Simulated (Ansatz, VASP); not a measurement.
# HgSbSe2: VASP beside Ansatz

```
Hg Sb Se
1.0
     2.10772    1.21689    6.83716
    -2.10772    1.21689    6.83716
     0.00000   -2.43379    6.83716
Hg Sb Se
1 1 2
Cartesian
  0.0000 0.0000 0.0000
  0.0000 0.0000 10.2557
  0.0000 0.0000 5.0401
  0.0000 0.0000 15.4713
```

Alike in both runs: functional PBE; k mesh 6 × 6 × 6; occupations gaussian, width 0.1 eV; no spin polarisation.

Ansatz relaxed the structure, and its values are those at the end. VASP's run is a single point on that final structure, the one shown.

|  | VASP | Ansatz |
| --- | --- | --- |
| version | VASP 6.6.1 | Ansatz 0.2.0 |
| potentials or method | VASP PAW PBE potentials, release 64 (Hg, Sb, Se), cutoff 520 eV | scalar-relativistic, plane waves, PAW |
| valence electrons in the cell | 29 | 67 |

```csv
,VASP,Ansatz,Ansatz less VASP
gap on the k mesh at the Fermi level (eV),none,none,-
pressure (GPa),0.0,0.0,-0.01
rms of the force components (eV/Å),0.009,0.000,-0.0093
```

A gap of «none» marks a metal or a gap that the smearing closes. VASP's potentials hold 29 valence electrons a cell and Ansatz's 67, so a difference there can come from the potentials and not from the codes.

Spin-orbit coupling is off throughout.
